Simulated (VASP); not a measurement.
Set up this calculation in VASP 6.6.1, as the native input.

* Task: single point
* Functional: PBE
* Potentials or basis: VASP PAW PBE potentials, release 64 (K_sv, F)
* Cutoff: 520 eV
* k mesh: 8 × 8 × 8
* Occupations: gaussian, width 0.02 eV
* Spin: no spin polarisation
* Dipole correction: no
* Further INCAR settings: ALGO = Normal; EDIFF = 1e-06; NBANDS = 15

The structure of KF lies in POSCAR:

```
KF
1.0
    0.0000000000      2.5969865652      2.5969865652
    2.5969865652      0.0000000000      2.5969865652
    2.5969865652      2.5969865652      0.0000000000
K F
1 1
Direct
    0.0000000000      0.0000000000      0.0000000000
    0.5000000000      0.5000000000      0.5000000000
```

The input as run:

INCAR

```
ALGO     = Normal         # electronic algorithm
EDIFF    = 1E-6           # SCF threshold, eV
ENCUT    = 520            # plane-wave cutoff, eV
GGA      = PE             # functional
ISIF     = 2              # what is computed and relaxed
ISMEAR   = 0              # smearing method
LASPH    = T              # aspherical terms in the spheres
LCHARG   = F              # write CHGCAR
LREAL    = F              # projectors in reciprocal space
LWAVE    = F              # write WAVECAR
NBANDS   = 15             # bands
NELM     = 80             # most SCF steps
PREC     = Accurate       # precision mode
SIGMA    = 0.02           # smearing width, eV
```

KPOINTS

```
k-points
0
Gamma
  8 8 8
```

Potentials or basis: VASP PAW PBE potentials, release 64 (K_sv, F).

Command:

```console
$ cat potpaw_PBE.64/K_sv/POTCAR potpaw_PBE.64/F/POTCAR > POTCAR
$ mpirun -np 1 vasp_std > vasp.out
```

It gave:

| Property | Result |
| --- | --- |
| Pressure | 5.2 GPa |
| Band gap on the k mesh | 6.64 eV |

Caveat: the cell stands under pressure.

Wall time 27 s on 1 thread of Intel Xeon 8259CL (shared host), peak memory 0.16 GiB.
